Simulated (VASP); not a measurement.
Write the native input for VASP 6.6.1 that does the following.

* Task: single point
* Functional: PBE
* Potentials or basis: VASP PAW PBE potentials, release 64 (Nd_3, H), 4f in core
* Cutoff: 500 eV
* k mesh: 6 × 6 × 6
* Occupations: gaussian, width 0.1 eV
* Spin: no spin polarisation
* Dipole correction: no
* Further INCAR settings: ALGO = Normal; EDIFF = 1e-06; NBANDS = 20

The structure of Nd2H3 lies in POSCAR:

```
Nd2H3
1.0
   -1.7520303170      3.1676215895      3.2479140965
    1.7520303170     -3.1676215895      3.2479140965
    1.7520303170      3.1676215895     -3.2479140965
Nd H
2 3
Direct
    0.7524907180      0.2524907180      0.5000000000
    0.2475092820      0.7475092820      0.5000000000
    0.0000000000      0.0000000000      0.0000000000
    0.3101398686      0.5000000000      0.8101398686
    0.6898601314      0.5000000000      0.1898601314
```

The cell was generated, and may not be a known phase.

The input as run:

INCAR

```
  ALGO = Normal
  EDIFF = 1E-6
  ENCUT = 500
  GGA = PE
  GGA_COMPAT = False
  ISIF = 2
  ISMEAR = 0
  LASPH = True
  LCHARG = False
  LMAXMIX = 6
  LREAL = False
  LWAVE = False
  NBANDS = 20
  NELM = 200
  PREC = Accurate
  SIGMA = 0.1
```

KPOINTS

```
k-points
0
Gamma
  6 6 6
```

Potentials or basis: VASP PAW PBE potentials, release 64 (Nd_3, H), 4f in core.

Command:

```sh
$ cat potpaw_PBE.64/Nd_3/POTCAR potpaw_PBE.64/H/POTCAR > POTCAR
$ mpirun -np 1 vasp_std > vasp.out
```

It gave:

```
Pressure               : 0.1 GPa
Largest force          : 0.030 eV/Å
Band gap on the k mesh : zero (an odd number of electrons rules out a gap without spin polarisation)
```

Caveat: spin-orbit coupling is left out, which moves the levels of the heavy elements; the 4f electrons are frozen in the core, so they carry no moment and show no levels.

Run time: 33 s on 1 thread of Intel(R) Xeon(R) 6975P-C (Granite Rapids) (shared host), peak memory 0.23 GiB.
